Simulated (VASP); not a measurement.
Input of a VASP 6.6.1 run:

File INCAR:

```
SYSTEM = Ti
PREC = Accurate ; ENCUT = 520
EDIFF = 1E-6 ; ISMEAR = 0
SIGMA = 0.15 ; LREAL = .FALSE.
LASPH = .TRUE. ; NELM = 100
ALGO = Fast ; ISIF = 2
LWAVE = .FALSE. ; LCHARG = .FALSE.
GGA = CA ; NBANDS = 12
```

KPOINTS

```
Automatic mesh
0
G
  22 22 22
  0 0 0
```

The input POSCAR:

```
Ti
1.0
    0.0000000000      2.2466201653      1.6496931874
    2.2466201653      0.0000000000      1.6496931874
    2.2466201653      2.2466201653      0.0000000000
Ti
1
Direct
    0.0000000000      0.0000000000      0.0000000000
```

Potentials or basis: VASP PAW LDA potentials, release 64 (Ti_sv).

Run with:

```console
$ cat potpaw_LDA.64/Ti_sv/POTCAR > POTCAR
$ mpirun -np 1 vasp_std > vasp.out
```

(1) Predict the band gap on the k mesh.

(2) What does it give for the pressure?

Answers

(1) zero (bands 6 and 7 overlap by 1.59 eV).

(2) -5.5 GPa.

Caveat: the cell stands under tension.
